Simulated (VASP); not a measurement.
Input of a VASP 6.6.1 run:

File INCAR:

```
SYSTEM = InP
  ALGO = Normal
  EDIFF = 1E-7
  ENCUT = 520
  GGA = PE
  ISIF = 2
  ISMEAR = 0
  LASPH = .TRUE.
  LCHARG = .FALSE.
  LREAL = .FALSE.
  LWAVE = .FALSE.
  NBANDS = 16
  NELM = 80
  PREC = Accurate
  SIGMA = 0.15
```

The input KPOINTS:

```
k-points
0
G
  20 20 20
  0 0 0
```

POSCAR

```
InP
1.0
    0.0000000000      2.7938445674      2.5781597668
    2.7938445674      0.0000000000      2.5781597668
    2.7938445674      2.7938445674      0.0000000000
In P
1 1
Direct
    0.0000000000      0.0000000000      0.0000000000
    0.5000000000      0.5000000000      0.5000000000
```

Potentials or basis: VASP PAW PBE potentials, release 64 (In_d, P).

Run with:

```sh
$ cat potpaw_PBE.64/In_d/POTCAR potpaw_PBE.64/P/POTCAR > POTCAR
$ mpirun -np 1 vasp_std > vasp.out
```

(1) What does it give for the pressure?

(2) Predict the band gap on the k mesh.

Answers

(1) 5.7 GPa.

(2) zero (bands 9 and 10 overlap by 3.08 eV).

Caveat: the stress differs along the axes, from 1 to 14 GPa; spin-orbit coupling is left out, which moves the levels of the heavy elements.
